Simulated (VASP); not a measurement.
# TaPtSe4 (F-43m) in VASP: a series of runs

Runs on TaPtSe4. Level: PBE. Tasks: single point, relaxation of cell and atoms.

All numbers are computed with VASP 6.6.1; they aren't measurements. Logs are shortened: lines on timing, memory, paths and dates and some standing lists are left out, and cuts for length are marked.

**1. The cell of the first run**

The structure is cubic, space group F-43m (No. 216). The conventional cell has a = 7.752 Å, b = 7.752 Å, c = 7.752 Å, α = 90.00°, β = 90.00°, γ = 90.00°. Within 4.2 Å of Ta (site symmetry -43m) lie 12 Se at 3.21 Å and 4 Pt at 3.36 Å. Within 4.2 Å of Pt (site symmetry -43m) lie 12 Se at 3.21 Å and 4 Ta at 3.36 Å. Se (site symmetry 3m) has 6 Se at 2.73 to 2.75 Å and 3 Ta at 3.21 Å and 3 Pt at 3.21 Å within 3.6 Å.

**2. Single point, PBE**

The input, INCAR:

```
SYSTEM = TaPtSe4
PREC     = Accurate       ! precision mode
ENCUT    = 520            ! plane-wave cutoff, eV
EDIFF    = 1E-7           ! SCF threshold, eV
ISMEAR   = 0              ! smearing method
SIGMA    = 0.1            ! smearing width, eV
LREAL    = .FALSE.        ! projectors in reciprocal space
LASPH    = .TRUE.         ! aspherical terms in the spheres
NELM     = 100            ! most SCF steps
ALGO     = Normal         ! electronic algorithm
ISIF     = 2              ! what is computed and relaxed
LWAVE    = .FALSE.        ! write WAVECAR
LCHARG   = .TRUE.         ! write CHGCAR
GGA      = PE             ! functional
LELF     = .TRUE.         ! ELF
LVHAR    = .TRUE.       
NBANDS   = 32             ! bands
```

The input, KPOINTS:

```
Automatic mesh
0
G
  4 4 4
  0 0 0
```

The input, POSCAR:

```
TaPtSe4
1.0
    0.0000000000      3.8762232142      3.8762232142
    3.8762232142      0.0000000000      3.8762232142
    3.8762232142      3.8762232142      0.0000000000
Ta Pt Se
1 1 4
Direct
    0.2500000000      0.2500000000      0.2500000000
    0.0000000000      0.0000000000      0.0000000000
    0.1259222592      0.6246925803      0.6246925803
    0.6246925803      0.1259222592      0.6246925803
    0.6246925803      0.6246925803      0.1259222592
    0.6246925803      0.6246925803      0.6246925803
```

Potentials or basis: VASP PAW PBE potentials, release 64 (Ta_pv, Pt, Se).

Started as:

```sh
$ cat potpaw_PBE.64/Ta_pv/POTCAR potpaw_PBE.64/Pt/POTCAR potpaw_PBE.64/Se/POTCAR > POTCAR
$ mpirun -np 1 vasp_std > vasp.out
```

OUTCAR:

```text
SYSTEM = TaPtSe4
   PREC = Accurate
   ENCUT = 520
   EDIFF = 1E-7
   ISMEAR = 0
   LREAL = .FALSE.
   LASPH = .TRUE.
   NELM = 100
   ISIF = 2
   GGA = PE

 ion  position               nearest neighbor table
   1  0.250  0.250  0.250-   2 3.36   2 3.36   2 3.36   2 3.36
   2  0.000  0.000  0.000-   1 3.36   1 3.36   1 3.36   1 3.36
   3  0.126  0.625  0.625-   4 2.73   5 2.73   6 2.73   4 2.75   5 2.75   6 2.75
   4  0.625  0.126  0.625-   3 2.73   5 2.73   6 2.73   3 2.75   5 2.75   6 2.75
   5  0.625  0.625  0.126-   3 2.73   4 2.73   6 2.73   4 2.75   3 2.75   6 2.75
   6  0.625  0.625  0.625-   3 2.73   4 2.73   5 2.73   3 2.75   4 2.75   5 2.75

  LATTYP: Found a face centered cubic cell.
 ALAT       =     7.7524464284

  Lattice vectors:

 A1 = (   0.0000000000,   3.8762232142,   3.8762232142)
 A2 = (   3.8762232142,   0.0000000000,   3.8762232142)
 A3 = (   3.8762232142,   3.8762232142,   0.0000000000)

Analysis of symmetry for initial positions (statically):
=====================================================================
 Subroutine PRICEL returns:
 Original cell was already a primitive cell.

 Routine SETGRP: Setting up the symmetry group for a
 face centered cubic supercell.

 Subroutine GETGRP returns: Found 24 space group operations
 (whereof 24 operations were pure point group operations)
 out of a pool of 48 trial point group operations.

The static configuration has the point symmetry T_d .

Analysis of symmetry for dynamics (positions and initial velocities):
=====================================================================
 Subroutine PRICEL returns:
 Original cell was already a primitive cell.

 Routine SETGRP: Setting up the symmetry group for a
 face centered cubic supercell.

 Subroutine GETGRP returns: Found 24 space group operations
 (whereof 24 operations were pure point group operations)
 out of a pool of 48 trial point group operations.

The dynamic configuration has the point symmetry T_d .

 Subroutine INISYM returns: Found 24 space group operations
 (whereof 24 operations are pure point group operations),
 and found     1 'primitive' translations

----------------------------------------------------------------------------------------

                                     Primitive cell

  volume of cell :     116.4813

  direct lattice vectors                    reciprocal lattice vectors
     0.000000000  3.876223214  3.876223214    -0.128991540  0.128991540  0.128991540
     3.876223214  0.000000000  3.876223214     0.128991540 -0.128991540  0.128991540
     3.876223214  3.876223214  0.000000000     0.128991540  0.128991540 -0.128991540

  length of vectors
     5.481807440  5.481807440  5.481807440     0.223419900  0.223419900  0.223419900

  position of ions in fractional coordinates (direct lattice)
     0.250000000  0.250000000  0.250000000
     0.000000000  0.000000000  0.000000000
     0.125922259  0.624692580  0.624692580
     0.624692580  0.125922259  0.624692580
     0.624692580  0.624692580  0.125922259
     0.624692580  0.624692580  0.624692580

  ion indices of the primitive-cell ions
   primitive index   ion index
                 1           1
                 2           2
                 3           3
                 4           4
                 5           5
                 6           6

----------------------------------------------------------------------------------------

 KPOINTS: Automatic mesh

Automatic generation of k-mesh.
 Grid dimensions read from file:
 generate k-points for:    4    4    4

 Generating k-lattice:

  Cartesian coordinates                     Fractional coordinates (reciprocal lattice)
    -0.032247885  0.032247885  0.032247885     0.250000000  0.000000000  0.000000000
     0.032247885 -0.032247885  0.032247885     0.000000000  0.250000000  0.000000000
     0.032247885  0.032247885 -0.032247885     0.000000000  0.000000000  0.250000000

  Length of vectors
     0.055854975  0.055854975  0.055854975

  Shift w.r.t. Gamma in fractional coordinates (k-lattice)
     0.000000000  0.000000000  0.000000000

 Subroutine IBZKPT returns following result:
 ===========================================

 Found      8 irreducible k-points:

 Following reciprocal coordinates:
            Coordinates               Weight
  0.000000  0.000000  0.000000      1.000000
  0.250000  0.000000  0.000000      8.000000
  0.500000  0.000000  0.000000      4.000000
  0.250000  0.250000  0.000000      6.000000
  0.500000  0.250000  0.000000     24.000000
 -0.250000  0.250000  0.000000     12.000000
  0.500000  0.500000  0.000000      3.000000
 -0.250000  0.500000  0.250000      6.000000
   k-points           NKPTS =      8   k-points in BZ     NKDIM =      8   number of bands    NBANDS=     32
   number of dos      NEDOS =    301   number of ions     NIONS =      6
   total plane-waves  NPLWV =  74088
   dimension x,y,z NGX =    42 NGY =   42 NGZ =   42
   dimension x,y,z NGXF=    84 NGYF=   84 NGZF=   84
   ions per type =               1   1   4
   NGX,Y,Z   is equivalent  to a cutoff of  12.74, 12.74, 12.74 a.u.
   NGXF,Y,Z  is equivalent  to a cutoff of  25.47, 25.47, 25.47 a.u.
 SYSTEM =  TaPtSe4
   PREC   = accura    normal or accurate (medium, high low for compatibility)
   ISTART =      0    job   : 0-new  1-cont  2-samecut
   ICHARG =      2    charge: 1-file 2-atom 10-const
   ISPIN  =      1    spin polarized calculation?
   LNONCOLLINEAR =      F non collinear calculations
   LSORBIT =      F    spin-orbit coupling
   LASPH  =      T    aspherical Exc in radial PAW
   ENCUT  =  520.0 eV  38.22 Ry    6.18 a.u.  10.19 10.19 10.19*2*pi/ulx,y,z
   NELM   =    100;   NELMIN=  2; NELMDL= -5     # of ELM steps
   EDIFF  = 0.1E-06   stopping-criterion for ELM
   LREAL  =      F    real-space projection
   EDIFFG = 0.1E-05   stopping-criterion for IOM
   NSW    =      0    number of steps for IOM
   IBRION =     -1    ionic relax: 0-MD 1-quasi-New 2-CG
   NFREE  =      0    steps in history (QN), initial steepest desc. (CG)
   ISIF   =      2    stress and relaxation
   ISYM   =      2    0-nonsym 1-usesym 2-fastsym
   POTIM  = 0.5000    time-step for ionic-motion
   TEBEG  =    0.0;   TEEND  =   0.0 temperature during run
   PSTRESS=    0.0 pullay stress
   NELECT =      45.0000    total number of electrons
   NUPDOWN=      -1.0000    fix difference up-down
   EMIN   =  10.00;   EMAX   =-10.00  energy-range for DOS
   EFERMI =   0.00;   METHOD = LEGACY
   ISMEAR =     0;   SIGMA  =   0.10  broadening in eV -4-tet -1-fermi 0-gaus
   EFERMI_NEDOS =   21; number of points for ismear=-14 and -15
   IALGO  =     38    algorithm
   IMIX   =      4    mixing-type and parameters
     AMIX     =   0.40;   BMIX     =  1.00
     AMIX_MAG =   1.60;   BMIX_MAG =  1.00
  volume/ion in A,a.u.               =      19.41       131.01
  Fermi-wavevector in a.u.,A,eV,Ry     =   1.192322  2.253162 19.342474  1.421632
  Thomas-Fermi vector in A             =   2.328363
   LORBIT       =      0    0 simple, 1 ext, 2 COOP (PROOUT), +10 PAW based schemes
   GGA     = PE    functional components
   LHFCALC =     F    Hartree Fock is set to
   AEXX    =    0.0000 exact exchange contribution
   IVDW    =     0    specifies the selected vdW correction
   LEPSILON=     F    determine dielectric tensor
   LRPA    =     F    only Hartree local field effects (RPA)
 non-spin polarized calculation
 Gauss-broadening in eV      SIGMA  =   0.10
  energy-cutoff  :      520.00
  volume of cell :      116.48
 maximum number of plane-waves:      3156
 NGX is ok and might be reduce to    42
   NGX = 21   NGY = 21   NGZ = 21

 number of electron      45.0000004 magnetization

 Free energy of the ion-electron system (eV)
  ---------------------------------------------------
  ext. energy  EPLUGINS =         0.00000000
  ---------------------------------------------------
  free energy    TOTEN  =       -25.44093317 eV

  energy without entropy =      -25.41341129  energy(sigma->0) =      -25.42717223

 E-fermi :   6.8665     XC(G=0): -11.2428

 val. band max:        6.7999686741   @ k =   0.5000   0.2500   0.0000
 cond. band min:       6.9269446851   @ k =   0.5000   0.5000   0.0000
 fundamental gap:      0.1269760110
 Fermi energy:         6.8664667251

 k-point     1 :       0.0000    0.0000    0.0000
  band No.  band energies     occupation
      1     -29.2254      2.00000
      2     -29.2254      2.00000
      3     -29.2254      2.00000
      4     -10.3676      2.00000
      5      -5.8314      2.00000
      6      -5.8314      2.00000
[... 24 lines left out ...]
     31       9.7622      0.00000
     32       9.8263      0.00000

 k-point     2 :       0.2500    0.0000    0.0000
  band No.  band energies     occupation
      1     -29.2258      2.00000
      2     -29.2254      2.00000
      3     -29.2254      2.00000
      4     -10.0616      2.00000
      5      -6.8918      2.00000
      6      -5.9158      2.00000
[... 24 lines left out ...]
     31       9.6019      0.00000
     32      10.9170      0.00000

 k-point     3 :       0.5000    0.0000    0.0000
  band No.  band energies     occupation
      1     -29.2263      2.00000
      2     -29.2255      2.00000
      3     -29.2255      2.00000
      4      -9.5740      2.00000
      5      -7.8793      2.00000
      6      -5.9948      2.00000
[... 24 lines left out ...]
     31       9.7257      0.00000
     32      11.6889      0.00000

 k-point     4 :       0.2500    0.2500    0.0000
  band No.  band energies     occupation
      1     -29.2258      2.00000
      2     -29.2255      2.00000
      3     -29.2255      2.00000
      4      -9.9467      2.00000
      5      -7.1173      2.00000
      6      -5.9828      2.00000
[... 24 lines left out ...]
     31       9.1214      0.00000
     32      10.8775      0.00000

 k-point     5 :       0.5000    0.2500    0.0000
  band No.  band energies     occupation
      1     -29.2261      2.00000
      2     -29.2257      2.00000
      3     -29.2256      2.00000
      4      -9.3748      2.00000
      5      -8.0961      2.00000
      6      -6.1569      2.00000
[... 24 lines left out ...]
     31       9.6022      0.00000
     32      11.4299      0.00000

 k-point     6 :      -0.2500    0.2500    0.0000
  band No.  band energies     occupation
      1     -29.2260      2.00000
      2     -29.2257      2.00000
      3     -29.2255      2.00000
      4      -9.6109      2.00000
      5      -7.7433      2.00000
      6      -6.1527      2.00000
[... 24 lines left out ...]
     31       9.8301      0.00000
     32      11.2908      0.00000

 k-point     7 :       0.5000    0.5000    0.0000
  band No.  band energies     occupation
      1     -29.2263      2.00000
      2     -29.2257      2.00000
      3     -29.2257      2.00000
      4      -8.8420      2.00000
      5      -8.7370      2.00000
      6      -6.1167      2.00000
[... 24 lines left out ...]
     31       9.4166      0.00000
     32      13.0990      0.00000

 k-point     8 :      -0.2500    0.5000    0.2500
  band No.  band energies     occupation
      1     -29.2260      2.00000
      2     -29.2259      2.00000
      3     -29.2257      2.00000
      4      -8.8309      2.00000
      5      -8.7166      2.00000
      6      -6.1883      2.00000
[... 24 lines left out ...]
     31       9.6231      0.00000
     32      11.6553      0.00000

------------------------ aborting loop because EDIFF is reached ----------------------------------------

  FORCE on cell =-STRESS in cart. coord.  units (eV):
  Direction    XX          YY          ZZ          XY          YZ          ZX
  --------------------------------------------------------------------------------------
  -------------------------------------------------------------------------------------
  Total        0.0046462      0.0046462      0.0046462     -0.0000000      0.0000000     -0.0000000
  in kB        0.0639078      0.0639078      0.0639078     -0.0000000      0.0000000     -0.0000000
  external PRESSURE =       0.0639078 kB  Pullay stress =       0.0000000 kB

 VOLUME and BASIS-vectors are now :
 -----------------------------------------------------------------------------
  energy-cutoff  :      520.00
  volume of cell :      116.48
      direct lattice vectors                 reciprocal lattice vectors
     0.000000000  3.876223214  3.876223214    -0.128991540  0.128991540  0.128991540
     3.876223214  0.000000000  3.876223214     0.128991540 -0.128991540  0.128991540
     3.876223214  3.876223214  0.000000000     0.128991540  0.128991540 -0.128991540

 POSITION                                       TOTAL-FORCE (eV/Angst)
 -----------------------------------------------------------------------------------
      1.93811      1.93811      1.93811        -0.000000      0.000000     -0.000000
      0.00000      0.00000      0.00000        -0.000000     -0.000000     -0.000000
      4.84290      2.90955      2.90955        -0.001116      0.001116      0.001116
      2.90955      4.84290      2.90955         0.001116     -0.001116      0.001116
      2.90955      2.90955      4.84290         0.001116      0.001116     -0.001116
      4.84290      4.84290      4.84290        -0.001116     -0.001116     -0.001116
 -----------------------------------------------------------------------------------
    total drift:                               -0.000000     -0.000000     -0.000000

  FREE ENERGIE OF THE ION-ELECTRON SYSTEM (eV)
  ---------------------------------------------------
  free  energy   TOTEN  =       -25.4409331676 eV

  energy  without entropy=      -25.4134112857  energy(sigma->0) =      -25.42717223
```

Wall time 61 s (1 thread of AMD EPYC 9R45 (Zen 5), shared host); peak memory 0.23 GiB.

Results:

| Property | Result |
| --- | --- |
| Free energy | -25.4409 eV |
| Pressure | 0.0 GPa |

Levels at points of the mesh, in eV from the Fermi level:
```
           k point  band 19  band 20  band 21  band 22  band 23  band 24  band 25  band 26
(0.00, 0.00, 0.00)    -1.01     0.67     0.67     0.67     1.35     1.35     1.35     1.50
(0.50, 0.00, 0.00)    -1.60    -1.14    -0.98    -0.98     0.21     0.21     0.65     1.28
(0.50, 0.50, 0.00)    -2.13    -1.66    -1.43    -0.26     0.06     0.33     0.33     0.47
```

Caveat: spin-orbit coupling is left out, which moves the levels of the heavy elements.

**3. Relaxation of cell and atoms, PBE**

This run uses another cell than the first one, of 22.03 Å³/atom, 1.135 times its volume.

The input, INCAR:

```
SYSTEM = TaPtSe4
ALGO     = Normal         ! electronic algorithm
EDIFF    = 1E-7           ! SCF threshold, eV
EDIFFG   = -0.04          ! ionic threshold
ENCUT    = 600            ! plane-wave cutoff, eV
GGA      = PE             ! functional
IBRION   = 2              ! ionic algorithm
ISIF     = 3              ! what is computed and relaxed
ISMEAR   = 0              ! smearing method
LASPH    = .TRUE.         ! aspherical terms in the spheres
LCHARG   = .FALSE.        ! write CHGCAR
LREAL    = .FALSE.        ! projectors in reciprocal space
LWAVE    = .FALSE.        ! write WAVECAR
NELM     = 100            ! most SCF steps
NSW      = 90             ! ionic steps
PREC     = Accurate       ! precision mode
SIGMA    = 0.1            ! smearing width, eV
```

The input, KPOINTS:

```
k-points
0
G
  4 4 4
  0 0 0
```

The input, POSCAR:

```
TaPtSe4
1.0
    0.0000000000      4.0431486900      4.0431486900
    4.0431486900      0.0000000000      4.0431486900
    4.0431486900      4.0431486900      0.0000000000
Ta Pt Se
1 1 4
Direct
    0.2500000000      0.2500000000      0.2500000000
    0.0000000000      0.0000000000      0.0000000000
    0.1226459100      0.6257847000      0.6257847000
    0.6257847000      0.1226459100      0.6257847000
    0.6257847000      0.6257847000      0.1226459100
    0.6257847000      0.6257847000      0.6257847000
```

Potentials or basis: VASP PAW PBE potentials, release 64 (Ta_pv, Pt, Se).

Started as:

```sh
$ cat potpaw_PBE.64/Ta_pv/POTCAR potpaw_PBE.64/Pt/POTCAR potpaw_PBE.64/Se/POTCAR > POTCAR
$ mpirun -np 1 vasp_std > vasp.out
```

It took 3.7 min on 1 thread of AMD EPYC 9R45 (Zen 5), shared host; peak memory 0.32 GiB.

The run converged. Its results:

| Property | Result |
| --- | --- |
| Free energy | -25.4419 eV |
| Relaxed volume | 19.41 Å³/atom |
| Relaxed cell | a = 5.482 Å, b = 5.482 Å, c = 5.482 Å, α = 60.00°, β = 60.00°, γ = 60.00° |
| Space group after relaxing (to 0.05 Å) | F-43m (No. 216) |
| Energy gained by relaxing | 81.5 meV/atom |
| Ionic steps | 4 |
| Pressure after relaxing | 0.0 GPa |
| Largest force after relaxing | 0.005 eV/Å |

Forces on the atoms (eV/Å):
```
Ta   0.000  0.000  0.000
Pt   0.000  0.000  0.000
Se  -0.003  0.003  0.003
Se   0.003 -0.003  0.003
Se   0.003  0.003 -0.003
Se  -0.003 -0.003 -0.003
```

Step by step:
| step | energy change (eV) | largest force (eV/Å) | pressure (GPa) | volume (Å³) |
| --- | --- | --- | --- | --- |
| 1 | 0.0000 | 0.1999 | -8.73 | 132.19 |
| 2 | -0.3896 | 0.1313 | 5.51 | 110.53 |
| 3 | -0.4859 | 0.1767 | 0.04 | 116.46 |
| 4 | -0.4889 | 0.0052 | 0.03 | 116.47 |

Final structure:
```
Ta Pt Se
1.0
     0.00000    3.87614    3.87614
     3.87614    0.00000    3.87614
     3.87614    3.87614    0.00000
Ta Pt Se
1 1 4
Cartesian
  1.9381 1.9381 1.9381
  0.0000 0.0000 0.0000
  4.8429 2.9094 2.9094
  2.9094 4.8429 2.9094
  2.9094 2.9094 4.8429
  4.8429 4.8429 4.8429
```

Levels at points of the mesh, in eV from the Fermi level:
```tsv
k point	band 20	band 21	band 22	band 23	band 24	band 25
(0.00, 0.00, 0.00)	0.67	0.67	0.67	1.35	1.35	1.35
(0.50, 0.00, 0.00)	-1.14	-0.98	-0.98	0.21	0.21	0.65
(0.50, 0.50, 0.00)	-1.66	-1.43	-0.26	0.06	0.33	0.33
```

Caveat: spin-orbit coupling is left out, which moves the levels of the heavy elements.

**4. Single point, PBE**

This run uses another cell than the first one, of 22.03 Å³/atom, 1.135 times its volume.

The input, INCAR:

```
PREC = Accurate
ENCUT = 520
EDIFF = 1E-7
ISMEAR = 0
SIGMA = 0.1
LREAL = F
LASPH = T
NELM = 100
ALGO = Normal
ISIF = 2
LWAVE = F
LCHARG = F
GGA = PE
NBANDS = 32
```

The input, KPOINTS:

```
Automatic mesh
0
Gamma
  4 4 4
```

POSCAR is that of step 3.

Started as:

```sh
$ cat potpaw_PBE.64/Ta_pv/POTCAR potpaw_PBE.64/Pt/POTCAR potpaw_PBE.64/Se/POTCAR > POTCAR
$ mpirun -np 1 vasp_std > vasp.out
```

Run time: 2.5 min. Hardware: 1 thread of Intel Xeon 8259CL, shared host; peak memory 0.3 GiB.

It converged, with:

- Free energy: -24.9531 eV
- Pressure: -8.7 GPa
- Largest force: 0.200 eV/Å

Forces on the atoms (eV/Å):
```
Ta   0.000  0.000  0.000
Pt   0.000  0.000  0.000
Se  -0.115  0.115  0.115
Se   0.115 -0.115  0.115
Se   0.115  0.115 -0.115
Se  -0.115 -0.115 -0.115
```

Levels at points of the mesh, in eV from the Fermi level:
```tsv
k point	band 20	band 21	band 22	band 23	band 24	band 25
(0.00, 0.00, 0.00)	0.57	0.57	0.57	1.07	1.07	1.07
(0.50, 0.00, 0.00)	-0.89	-0.83	-0.83	0.19	0.19	0.58
(0.50, 0.50, 0.00)	-1.40	-1.21	-0.21	0.02	0.32	0.32
```

Caveat: spin-orbit coupling is left out, which moves the levels of the heavy elements.

**5. The runs side by side**

```csv
task,cell,cutoff (eV),gap on the mesh (eV),pressure (GPa),largest force (eV/Å)
single point,"a = 5.482 Å, angles 60.0°, 6 atoms",520,none,0.0,-
relaxation of cell and atoms,"relaxed from a = 5.718 Å, angles 60.0°, 6 atoms",600,none,0.0,0.01
single point,"a = 5.718 Å, angles 60.0°, 6 atoms",520,none,-8.7,0.20
```

Alike in all rows: level PBE; potentials or basis VASP PAW PBE potentials, release 64 (Ta_pv, Pt, Se); no spin polarisation; k mesh 4 × 4 × 4; smearing gaussian 0.1 eV.

Caveats: spin-orbit coupling is left out, which moves the levels of the heavy elements.

Absolute energies hang on the potentials; compare differences alone.
